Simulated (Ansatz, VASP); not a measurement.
**Cu in VASP and in Ansatz**

The input POSCAR:

```
Cu
1.0
    0.0000000000      1.7881324402      1.7881324402
    1.7881324402      0.0000000000      1.7881324402
    1.7881324402      1.7881324402      0.0000000000
Cu
1
Direct
    0.0000000000      0.0000000000      0.0000000000
```

INCAR.step1

```
  PREC = Accurate
  ENCUT = 520
  ISMEAR = 1
  SIGMA = 0.1
  LREAL = False
  LASPH = True
  NELM = 60
  NBANDS = 12
  GGA = PE
  ALGO = Normal
  EDIFF = 1E-4
  LWAVE = True
  LCHARG = False
```

File INCAR.step2:

```
  PREC = Accurate
  ENCUT = 520
  EDIFF = 1E-6
  ISMEAR = 1
  SIGMA = 0.1
  LREAL = False
  LASPH = True
  NELM = 60
  ALGO = Normal
  ISIF = 2
  LWAVE = False
  LCHARG = True
  METAGGA = R2SCAN
  LMIXTAU = True
  LELF = True
  LVHAR = True
  NBANDS = 12
  ISTART = 1
```

Contents of KPOINTS:

```
regular mesh
0
Gamma
  15 15 15
```

Input for Ansatz:

```yaml
crystal:
  lattice:
    - [0.0, 1.7881324402, 1.7881324402]
    - [1.7881324402, 0.0, 1.7881324402]
    - [1.7881324402, 1.7881324402, 0.0]
  atoms:
    - { symbol: Cu, position: [0.0, 0.0, 0.0] }
hamiltonian:
  xc: r2scan
  pseudopotentials:
    kind: paw
    azcp:
      Cu: "pseudopotentials/Cu.paw.azcp"
basis:
  ecutwfc: 500
  fft_grid_basis: typed
kpoints:
  mp_grid: { grid: [15, 15, 15], shift: [0, 0, 0] }
magnetization:
  spin_polarized: false
scf:
  occupations: { method: cold, width: 0.1 }
  lower_state_search: "off"
output:
  stress: true
  write_density: true
  write_potential: true
  elf: true
  volumetric_format: npy
```

Alike in both runs: task single point; functional r2SCAN; k mesh 15 × 15 × 15; no spin polarisation.

|  | VASP | Ansatz |
| --- | --- | --- |
| version | VASP 6.6.1 | Ansatz 0.2.0 |
| potentials or method | VASP PAW PBE potentials, release 64 (Cu), cutoff 520 eV | plane waves (500 eV) with PAW, scalar-relativistic |
| occupations | methfessel-paxton of order 1, width 0.1 eV | cold, width 0.1 eV |
| valence electrons in the cell | 11 | 19 |

```tsv
	VASP	Ansatz	Ansatz less VASP
pressure (GPa)	0.3	-0.2	-0.43
```

VASP's potentials were made for PBE, not for r2SCAN. VASP's potentials hold 11 valence electrons a cell and Ansatz's 19, so a difference there can come from the potentials and not from the codes.
